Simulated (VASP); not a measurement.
# Sr (Fm-3m) in VASP: notebook

Runs on Sr. Level: PBE. Tasks: single point.

All numbers are computed with VASP 6.6.1; they aren't measurements. Logs are shortened: lines on timing, memory, paths and dates and some standing lists are left out, and cuts for length are marked.

## (1) The cell of the first run

Symmetry: Fm-3m, No. 225, cubic system. The conventional cell has a = 6.085 Å, b = 6.085 Å, c = 6.085 Å, α = 90.00°, β = 90.00°, γ = 90.00°. Within 5.6 Å of Sr (site symmetry m-3m) lie 12 Sr at 4.30 Å.

## (2) Single point, PBE

Contents of INCAR:

```
SYSTEM = Sr
  PREC = Accurate
  ENCUT = 520
  EDIFF = 1E-7
  ISMEAR = 0
  SIGMA = 0.15
  LREAL = .FALSE.
  LASPH = .TRUE.
  NELM = 100
  ALGO = Normal
  ISIF = 2
  LWAVE = .FALSE.
  LCHARG = .FALSE.
  GGA = PE
  NBANDS = 11
```

Contents of KPOINTS:

```
regular mesh
0
G
  14 14 14
  0 0 0
```

Contents of POSCAR:

```
Sr
1.0
    0.0000000000      3.0423500000      3.0423500000
    3.0423500000      0.0000000000      3.0423500000
    3.0423500000      3.0423500000      0.0000000000
Sr
1
Direct
    0.0000000000      0.0000000000      0.0000000000
```

Potentials or basis: VASP PAW PBE potentials, release 64 (Sr_sv).

Run with:

```bash
$ cat potpaw_PBE.64/Sr_sv/POTCAR > POTCAR
$ mpirun -np 1 vasp_std > vasp.out
```

OUTCAR:

```text
SYSTEM = Sr
   PREC = Accurate
   ENCUT = 520
   EDIFF = 1E-7
   ISMEAR = 0
   LREAL = .FALSE.
   LASPH = .TRUE.
   NELM = 100
   ISIF = 2
   GGA = PE

 ion  position               nearest neighbor table
   1  0.000  0.000  0.000-

  LATTYP: Found a face centered cubic cell.
 ALAT       =     6.0847000000

  Lattice vectors:

 A1 = (   0.0000000000,   3.0423500000,   3.0423500000)
 A2 = (   3.0423500000,   0.0000000000,   3.0423500000)
 A3 = (   3.0423500000,   3.0423500000,   0.0000000000)

Analysis of symmetry for initial positions (statically):
[... 33 lines left out ...]
                                     Primitive cell

  volume of cell :      56.3193

  direct lattice vectors                    reciprocal lattice vectors
     0.000000000  3.042350000  3.042350000    -0.164346640  0.164346640  0.164346640
     3.042350000  0.000000000  3.042350000     0.164346640 -0.164346640  0.164346640
     3.042350000  3.042350000  0.000000000     0.164346640  0.164346640 -0.164346640

  length of vectors
     4.302532631  4.302532631  4.302532631     0.284656730  0.284656730  0.284656730

  position of ions in fractional coordinates (direct lattice)
     0.000000000  0.000000000  0.000000000

  ion indices of the primitive-cell ions
   primitive index   ion index
                 1           1

----------------------------------------------------------------------------------------

 KPOINTS: regular mesh

Automatic generation of k-mesh.
 Grid dimensions read from file:
 generate k-points for:   14   14   14

 Generating k-lattice:

  Cartesian coordinates                     Fractional coordinates (reciprocal lattice)
    -0.011739046  0.011739046  0.011739046     0.071428571  0.000000000  0.000000000
     0.011739046 -0.011739046  0.011739046     0.000000000  0.071428571  0.000000000
     0.011739046  0.011739046 -0.011739046     0.000000000  0.000000000  0.071428571

  Length of vectors
     0.020332624  0.020332624  0.020332624

  Shift w.r.t. Gamma in fractional coordinates (k-lattice)
     0.000000000  0.000000000  0.000000000

 Subroutine IBZKPT returns following result:
 ===========================================

 Found    104 irreducible k-points:

 Following reciprocal coordinates:
            Coordinates               Weight
  0.000000  0.000000  0.000000      1.000000
  0.071429  0.000000  0.000000      8.000000
  0.142857  0.000000  0.000000      8.000000
  0.214286  0.000000  0.000000      8.000000
  0.285714  0.000000  0.000000      8.000000
  0.357143  0.000000  0.000000      8.000000
[... 16 lines left out ...]
  0.214286  0.142857  0.000000     24.000000
  0.285714  0.142857  0.000000     24.000000
 [... further k-points ...]
   k-points           NKPTS =    104   k-points in BZ     NKDIM =    104   number of bands    NBANDS=     11
   number of dos      NEDOS =    301   number of ions     NIONS =      1
   total plane-waves  NPLWV =  32768
   dimension x,y,z NGX =    32 NGY =   32 NGZ =   32
   dimension x,y,z NGXF=    64 NGYF=   64 NGZF=   64
   ions per type =               1
   NGX,Y,Z   is equivalent  to a cutoff of  12.36, 12.36, 12.36 a.u.
   NGXF,Y,Z  is equivalent  to a cutoff of  24.73, 24.73, 24.73 a.u.
 SYSTEM =  Sr
   PREC   = accura    normal or accurate (medium, high low for compatibility)
   ISTART =      0    job   : 0-new  1-cont  2-samecut
   ICHARG =      2    charge: 1-file 2-atom 10-const
   ISPIN  =      1    spin polarized calculation?
   LNONCOLLINEAR =      F non collinear calculations
   LSORBIT =      F    spin-orbit coupling
   LASPH  =      T    aspherical Exc in radial PAW
   ENCUT  =  520.0 eV  38.22 Ry    6.18 a.u.   8.00  8.00  8.00*2*pi/ulx,y,z
   NELM   =    100;   NELMIN=  2; NELMDL= -5     # of ELM steps
   EDIFF  = 0.1E-06   stopping-criterion for ELM
   LREAL  =      F    real-space projection
   EDIFFG = 0.1E-05   stopping-criterion for IOM
   NSW    =      0    number of steps for IOM
   IBRION =     -1    ionic relax: 0-MD 1-quasi-New 2-CG
   NFREE  =      0    steps in history (QN), initial steepest desc. (CG)
   ISIF   =      2    stress and relaxation
   ISYM   =      2    0-nonsym 1-usesym 2-fastsym
   POTIM  = 0.5000    time-step for ionic-motion
   TEBEG  =    0.0;   TEEND  =   0.0 temperature during run
   PSTRESS=    0.0 pullay stress
   NELECT =      10.0000    total number of electrons
   NUPDOWN=      -1.0000    fix difference up-down
   EMIN   =  10.00;   EMAX   =-10.00  energy-range for DOS
   EFERMI =   0.00;   METHOD = LEGACY
   ISMEAR =     0;   SIGMA  =   0.15  broadening in eV -4-tet -1-fermi 0-gaus
   EFERMI_NEDOS =   21; number of points for ismear=-14 and -15
   IALGO  =     38    algorithm
   IMIX   =      4    mixing-type and parameters
     AMIX     =   0.40;   BMIX     =  1.00
     AMIX_MAG =   1.60;   BMIX_MAG =  1.00
  volume/ion in A,a.u.               =      56.32       380.06
  Fermi-wavevector in a.u.,A,eV,Ry     =   0.920144  1.738819 11.519569  0.846664
  Thomas-Fermi vector in A             =   2.045416
   LORBIT       =      0    0 simple, 1 ext, 2 COOP (PROOUT), +10 PAW based schemes
   GGA     = PE    functional components
   LHFCALC =     F    Hartree Fock is set to
   AEXX    =    0.0000 exact exchange contribution
   IVDW    =     0    specifies the selected vdW correction
   LEPSILON=     F    determine dielectric tensor
   LRPA    =     F    only Hartree local field effects (RPA)
 non-spin polarized calculation
 Gauss-broadening in eV      SIGMA  =   0.15
  energy-cutoff  :      520.00
  volume of cell :       56.32
 maximum number of plane-waves:      1536
   NGX = 15   NGY = 15   NGZ = 15

 number of electron      10.0000000 magnetization

 Free energy of the ion-electron system (eV)
  ---------------------------------------------------
  ext. energy  EPLUGINS =         0.00000000
  ---------------------------------------------------
  free energy    TOTEN  =        -1.64424174 eV

  energy without entropy =       -1.62924004  energy(sigma->0) =       -1.63674089

 E-fermi :   1.4991     XC(G=0):  -7.2789

 val. band max:        1.4121910279   @ k =  -0.3571   0.3571   0.1429
 cond. band min:       1.4997779492   @ k =  -0.3571   0.3571   0.0000
 fundamental gap:      0.0875869212
 Fermi energy:         1.4991180121

 k-point     1 :       0.0000    0.0000    0.0000
  band No.  band energies     occupation
      1     -35.1656      2.00000
      2     -17.0571      2.00000
      3     -17.0571      2.00000
      4     -17.0571      2.00000
      5      -2.1058      2.00000
      6       3.8194      0.00000
      7       3.8194      0.00000
      8       3.8194      0.00000
      9       5.2476      0.00000
     10       5.2476      0.00000
     11       8.5340      0.00000

 k-point     2 :       0.0714    0.0000    0.0000
  band No.  band energies     occupation
      1     -35.1650      2.00000
      2     -17.0662      2.00000
      3     -17.0583      2.00000
      4     -17.0583      2.00000
      5      -2.0253      2.00000
      6       3.6916      0.00000
      7       3.8581      0.00000
      8       3.8581      0.00000
      9       5.1954      0.00000
     10       5.1954      0.00000
     11       8.7454      0.00000

 k-point     3 :       0.1429    0.0000    0.0000
  band No.  band energies     occupation
      1     -35.1633      2.00000
      2     -17.0916      2.00000
      3     -17.0618      2.00000
      4     -17.0618      2.00000
      5      -1.7893      2.00000
      6       3.3710      0.00000
      7       3.9459      0.00000
      8       3.9459      0.00000
      9       5.0985      0.00000
     10       5.0985      0.00000
     11       9.1005      0.00000

 k-point     4 :       0.2143    0.0000    0.0000
  band No.  band energies     occupation
      1     -35.1608      2.00000
      2     -17.1279      2.00000
      3     -17.0668      2.00000
      4     -17.0668      2.00000
      5      -1.4143      2.00000
      6       2.9656      0.00000
      7       3.9899      0.00000
      8       3.9899      0.00000
      9       5.1101      0.00000
     10       5.1101      0.00000
     11       8.4974      0.00000

 k-point     5 :       0.2857    0.0000    0.0000
  band No.  band energies     occupation
      1     -35.1581      2.00000
      2     -17.1677      2.00000
      3     -17.0723      2.00000
      4     -17.0723      2.00000
      5      -0.9298      2.00000
      6       2.5435      0.00000
      7       3.9188      0.00000
      8       3.9188      0.00000
      9       5.3413      0.00000
     10       5.3413      0.00000
     11       7.8997      0.00000

 k-point     6 :       0.3571    0.0000    0.0000
  band No.  band energies     occupation
      1     -35.1556      2.00000
      2     -17.2032      2.00000
      3     -17.0772      2.00000
      4     -17.0772      2.00000
      5      -0.3844      2.00000
      6       2.1299      0.00000
      7       3.7969      0.00000
      8       3.7969      0.00000
      9       5.7208      0.00000
     10       5.7208      0.00000
     11       7.4232      0.00000

 k-point     7 :       0.4286    0.0000    0.0000
  band No.  band energies     occupation
      1     -35.1539      2.00000
      2     -17.2275      2.00000
      3     -17.0806      2.00000
      4     -17.0806      2.00000
      5       0.1330      2.00000
      6       1.7460      0.01994
      7       3.7010      0.00000
      8       3.7010      0.00000
      9       6.0937      0.00000
     10       6.0937      0.00000
     11       7.0921      0.00000

 k-point     8 :       0.5000    0.0000    0.0000
  band No.  band energies     occupation
      1     -35.1533      2.00000
      2     -17.2362      2.00000
      3     -17.0819      2.00000
      4     -17.0819      2.00000
      5       0.3955      2.00000
      6       1.5401      0.69942
      7       3.6659      0.00000
      8       3.6659      0.00000
      9       6.2593      0.00000
     10       6.2593      0.00000
     11       6.9673      0.00000
[... 141 lines left out ...]
 k-point    19 :      -0.2143    0.0714    0.0000
  band No.  band energies     occupation
      1     -35.1595      2.00000
      2     -17.1423      2.00000
      3     -17.0771      2.00000
      4     -17.0666      2.00000
      5      -1.1969      2.00000
      6       2.8057      0.00000
      7       3.8538      0.00000
      8       4.0765      0.00000
      9       4.8695      0.00000
     10       5.4401      0.00000
     11       8.4206      0.00000

 k-point    20 :      -0.1429    0.0714    0.0000
  band No.  band energies     occupation
      1     -35.1621      2.00000
      2     -17.1060      2.00000
      3     -17.0704      2.00000
      4     -17.0618      2.00000
      5      -1.6102      2.00000
      6       3.1909      0.00000
      7       3.9129      0.00000
      8       4.0525      0.00000
      9       4.8365      0.00000
     10       5.2718      0.00000
     11       9.0622      0.00000

 k-point    21 :      -0.0714    0.0714    0.0000
  band No.  band energies     occupation
      1     -35.1640      2.00000
      2     -17.0788      2.00000
      3     -17.0637      2.00000
      4     -17.0588      2.00000
      5      -1.8930      2.00000
      6       3.5132      0.00000
      7       3.8915      0.00000
      8       3.9307      0.00000
      9       5.0123      0.00000
     10       5.2359      0.00000
     11       9.0654      0.00000

 k-point    22 :       0.1429    0.1429    0.0000
  band No.  band energies     occupation
      1     -35.1625      2.00000
      2     -17.0906      2.00000
      3     -17.0695      2.00000
      4     -17.0695      2.00000
      5      -1.6847      2.00000
      6       3.2748      0.00000
      7       4.0273      0.00000
      8       4.0273      0.00000
      9       4.5575      0.00000
     10       5.4106      0.00000
     11       9.5611      0.00000

 k-point    23 :       0.2143    0.1429    0.0000
  band No.  band energies     occupation
      1     -35.1607      2.00000
      2     -17.1142      2.00000
      3     -17.0757      2.00000
      4     -17.0742      2.00000
      5      -1.4083      2.00000
      6       3.0122      0.00000
      7       4.0105      0.00000
      8       4.1301      0.00000
      9       4.4254      0.00000
     10       5.4884      0.00000
     11       9.4651      0.00000

 k-point    24 :       0.2857    0.1429    0.0000
  band No.  band energies     occupation
      1     -35.1583      2.00000
      2     -17.1467      2.00000
      3     -17.0819      2.00000
      4     -17.0799      2.00000
      5      -1.0039      2.00000
      6       2.6985      0.00000
      7       3.7200      0.00000
      8       4.1664      0.00000
      9       4.6987      0.00000
     10       5.6477      0.00000
     11       8.7271      0.00000

 [... further k-points ...]
[... 5 lines left out ...]
  --------------------------------------------------------------------------------------
  -------------------------------------------------------------------------------------
  Total       -0.0993984     -0.0993984     -0.0993984      0.0000000      0.0000000      0.0000000
  in kB       -2.8276932     -2.8276932     -2.8276932      0.0000000      0.0000000      0.0000000
  external PRESSURE =      -2.8276932 kB  Pullay stress =       0.0000000 kB

 VOLUME and BASIS-vectors are now :
 -----------------------------------------------------------------------------
  energy-cutoff  :      520.00
  volume of cell :       56.32
      direct lattice vectors                 reciprocal lattice vectors
     0.000000000  3.042350000  3.042350000    -0.164346640  0.164346640  0.164346640
     3.042350000  0.000000000  3.042350000     0.164346640 -0.164346640  0.164346640
     3.042350000  3.042350000  0.000000000     0.164346640  0.164346640 -0.164346640

 POSITION                                       TOTAL-FORCE (eV/Angst)
 -----------------------------------------------------------------------------------
      0.00000      0.00000      0.00000        -0.000000      0.000000      0.000000
 -----------------------------------------------------------------------------------
    total drift:                                0.000000      0.000000      0.000000

  FREE ENERGIE OF THE ION-ELECTRON SYSTEM (eV)
  ---------------------------------------------------
  free  energy   TOTEN  =        -1.6442417400 eV

  energy  without entropy=       -1.6292400425  energy(sigma->0) =       -1.63674089
```

It took 42 s on 1 thread of Intel Xeon Platinum 8488C (Sapphire Rapids), shared host; peak memory 0.21 GiB.

What came out:

* Free energy: -1.6442 eV
* Pressure: -0.3 GPa
* Band gap on the k mesh: zero (band 5 reaches 1.56 eV, above the bottom of band 6 at 1.51 eV)

[end of part 1 of 2]
